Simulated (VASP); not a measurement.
Runs of VASP 6.6.1 on Rh. The structure is that of space group P6/mmm (No. 191), or close to it. The cells are those of the table. This isn't the form of Rh at room conditions, which is fcc.

```csv
spin,cell,k mesh,smearing,gap on the mesh (eV),pressure (GPa)
off,"a = 4.469, b = 4.469, c = 2.742 Å, angles 90.0, 90.0, 120.0°, 3 atoms",10 × 10 × 13,fermi-dirac 0.1 eV,none,-21.4
off,"a = 4.360, b = 4.360, c = 2.675 Å, angles 90.0, 90.0, 120.0°, 3 atoms",10 × 10 × 13,fermi-dirac 0.1 eV,none,(b)
off,"a = 4.415, b = 4.415, c = 2.709 Å, angles 90.0, 90.0, 120.0°, 3 atoms",10 × 10 × 13,fermi-dirac 0.1 eV,none,-15.7
off,"a = 4.303, b = 4.303, c = 2.640 Å, angles 90.0, 90.0, 120.0°, 3 atoms",11 × 11 × 16,fermi-dirac 0.1 eV,none,1.1
"collinear, ferromagnetic start","a = 4.208, b = 4.208, c = 2.585 Å, angles 90.0, 90.0, 120.0°, 3 atoms",10 × 10 × 13,fermi-dirac 0.05 eV,none,(a)
```

Alike in all rows: task single point; level r2SCAN; potentials or basis VASP PAW PBE potentials, release 64 (Rh_pv); cutoff (eV) 520.

Task: Fill in the values left out.

Result: (a) 21.4; (b) -8.3.

Caveats: the PAW data sets were made with another functional, which shifts forces and pressure a little; the cell stands under tension (at least some runs); the cell stands under pressure (at least some runs).

A k mesh can miss the band edges, and the runs leave out spin-orbit coupling on Rh.

A gap of «none» marks levels without a gap at the run's occupations.
